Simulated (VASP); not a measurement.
Write the native input for VASP 6.6.1 that does the following.

```
Task                   : single point
Functional             : PBE
Potentials or basis    : VASP PAW PBE potentials, release 64 (Ta_pv, H)
Cutoff                 : 520 eV
k mesh                 : 10 × 6 × 6
Occupations            : gaussian, width 0.1 eV
Spin                   : no spin polarisation
Dipole correction      : no
Further INCAR settings : ALGO = Normal; EDIFF = 1e-06; NBANDS = 32
```

The structure of Ta4H3 lies in POSCAR:

```
Ta4H3
1.0
    3.5311420034      0.0000000000      0.0000000000
    0.0000000000      4.8233755342      0.0000000000
    0.0000000000      0.0000000000      4.8748397533
Ta H
4 3
Direct
    0.2466908597      0.2447661349      0.7561150330
    0.7533091403      0.2447661349      0.2438849670
    0.2466908597      0.7552338651      0.2438849670
    0.7533091403      0.7552338651      0.7561150330
    0.5000000000      0.5000000000      0.5000000000
    0.5000000000      0.5000000000      0.0000000000
    0.0000000000      0.0000000000      0.5000000000
```

This cell differs from its parent crystal: volume scaled by 1.03, then relaxed in part.

The input as run:

INCAR

```
PREC     = Accurate       # precision mode
ENCUT    = 520            # plane-wave cutoff, eV
EDIFF    = 1E-6           # SCF threshold, eV
ISMEAR   = 0              # smearing method
SIGMA    = 0.1            # smearing width, eV
LREAL    = False          # projectors in reciprocal space
LASPH    = True           # aspherical terms in the spheres
NELM     = 80             # most SCF steps
ALGO     = Normal         # electronic algorithm
ISIF     = 2              # what is computed and relaxed
LWAVE    = False          # write WAVECAR
LCHARG   = False          # write CHGCAR
GGA      = PE             # functional
NBANDS   = 32             # bands
```

KPOINTS

```
Automatic mesh
0
Gamma
  10 6 6
```

Potentials or basis: VASP PAW PBE potentials, release 64 (Ta_pv, H).

Launch:

```bash
$ cat potpaw_PBE.64/Ta_pv/POTCAR potpaw_PBE.64/H/POTCAR > POTCAR
$ mpirun -np 1 vasp_std > vasp.out
```

It gave:

The pressure is -5.5 GPa. The largest force is 0.012 eV/Å.

It took 7 min on 1 thread of AMD EPYC 7R13 (shared host), peak memory 0.29 GiB.
